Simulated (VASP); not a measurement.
TlBr: single point with PBEsol

Crystal: TlBr.

```
Tl Br
1.0
     3.91452    0.00000    0.00000
     0.00000    3.91452    0.00000
     0.00000    0.00000    3.91452
Tl Br
1 1
Direct
  0.00000 0.00000 0.00000
  0.50000 0.50000 0.50000
```

```
Program                : VASP 6.6.1
Task                   : single point
Functional             : PBEsol
Potentials or basis    : VASP PAW PBE potentials, release 64 (Tl_d, Br)
Cutoff                 : 500 eV
k mesh                 : 12 × 12 × 12
Occupations            : fermi-dirac, width 0.08 eV
Spin                   : no spin polarisation
Dipole correction      : no
Further INCAR settings : ALGO = Normal; EDIFF = 1e-06; NBANDS = 17
```

```
Pressure               : 0.0 GPa
Band gap on the k mesh : 1.59 eV
```

Levels at points of the mesh, in eV from the valence-band top:
| k point | band 6 | band 7 | band 8 | band 9 | band 10 | band 11 | band 12 | band 13 | band 14 | band 15 |
| --- | --- | --- | --- | --- | --- | --- | --- | --- | --- | --- |
| (0.00, 0.00, 0.00) | -9.97 | -4.84 | -1.55 | -1.55 | -1.55 | 6.72 | 6.72 | 7.34 | 7.34 | 7.34 |
| (0.50, 0.00, 0.00) | -9.96 | -5.92 | -0.98 | -0.98 | 0.00 | 1.59 | 5.66 | 5.66 | 7.67 | 10.29 |
| (0.50, 0.50, 0.00) | -9.90 | -3.91 | -3.34 | -3.34 | -0.89 | 4.84 | 4.84 | 7.48 | 7.50 | 10.39 |
| (0.50, 0.50, 0.50) | -9.90 | -2.78 | -2.20 | -2.20 | -2.20 | 1.81 | 1.81 | 1.81 | 12.95 | 12.95 |

Run time: 100 s on 1 thread of Intel Xeon 8259CL (shared host), peak memory 0.23 GiB.

Caveat: the PAW data sets were made with another functional, which shifts forces and pressure a little; spin-orbit coupling is left out, which moves the levels of the heavy elements. A k mesh can miss the band edges.
